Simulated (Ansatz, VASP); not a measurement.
**One calculation of FeO, two programs**

```
Fe O
1.0
     1.53881    0.88843    2.55273
    -1.53881    0.88843    2.55273
     0.00000   -1.77686    2.55273
Fe O
1 1
Direct
  0.00000 0.00000 0.00000
  0.50000 0.50000 0.50000
```

Alike in both runs: task single point; functional LDA; k mesh 11 × 11 × 11; occupations fermi-dirac, width 0.05 eV; collinear spin.

|  | VASP | Ansatz |
| --- | --- | --- |
| version | VASP 6.6.1 | Ansatz 0.2.0 |
| potentials or method | VASP PAW LDA potentials, release 64 (Fe, O) | Ansatz PAW |
| plane-wave cutoff (eV) | 520 | 420 |
| valence electrons in the cell | 14 | 22 |

```tsv
	VASP	Ansatz	Ansatz less VASP
gap on the k mesh at the Fermi level (eV)	none	none	-
pressure (GPa)	-21.8	-21.9	-0.10
traceless stress, the component that is largest in VASP (GPa)	-0.81	-0.77	+0.037
net moment per atom (μB)	2.00	2.00	+0.001
size of the moment on the site where the two differ most (μB)	3.58	3.44	-0.143
```

LDA's correlation is that of Perdew and Zunger in VASP and of Perdew and Wang (1992) in Ansatz. Site moments also hang on the region over which each program counts them. A gap of «none» marks a metal or a gap that the smearing closes. VASP's potentials hold 14 valence electrons a cell and Ansatz's 22, so a difference there can come from the potentials and not from the codes.
